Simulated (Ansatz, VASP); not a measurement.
## SiMo3: VASP beside Ansatz

```
CELL_PARAMETERS angstrom
6.01133 -0.00002 -0.03913
-0.00003 6.01106 -0.01042
0.03279 0.00867 5.04765
ATOMIC_POSITIONS crystal
Si 0.57305 0.34056 0.69467
Si 0.07306 0.84053 0.69466
Si 0.07306 0.84052 0.19467
Mo 0.22601 0.18191 0.94052
Mo 0.41444 0.99345 0.44882
Mo 0.22600 0.49915 0.44880
Mo 0.57308 0.34048 0.19467
Mo 0.92012 0.49915 0.94052
Mo 0.41442 0.68759 0.94054
Mo 0.92012 0.18191 0.44884
Mo 0.73168 0.99344 0.94050
Mo 0.73170 0.68760 0.44884
```

Alike in both runs: functional PBE; k mesh 4 × 4 × 4; occupations gaussian, width 0.1 eV; no spin polarisation.

Ansatz relaxed the structure, and its values are those at the end. VASP's run is a single point on that final structure, the one shown.

|  | VASP | Ansatz |
| --- | --- | --- |
| version | VASP 6.6.1 | Ansatz 0.2.0 |
| potentials or method | VASP PAW PBE potentials, release 64 (Si, Mo_sv), cutoff 520 eV | scalar-relativistic, plane waves, PAW |
| valence electrons in the cell | 138 | 138 |

|  | VASP | Ansatz | Ansatz less VASP |
| --- | --- | --- | --- |
| gap on the k mesh at the Fermi level (eV) | none | none | - |
| rms of the force components (eV/Å) | 0.008 | 0.004 | -0.0030 |

A gap of «none» marks a metal or a gap that the smearing closes.
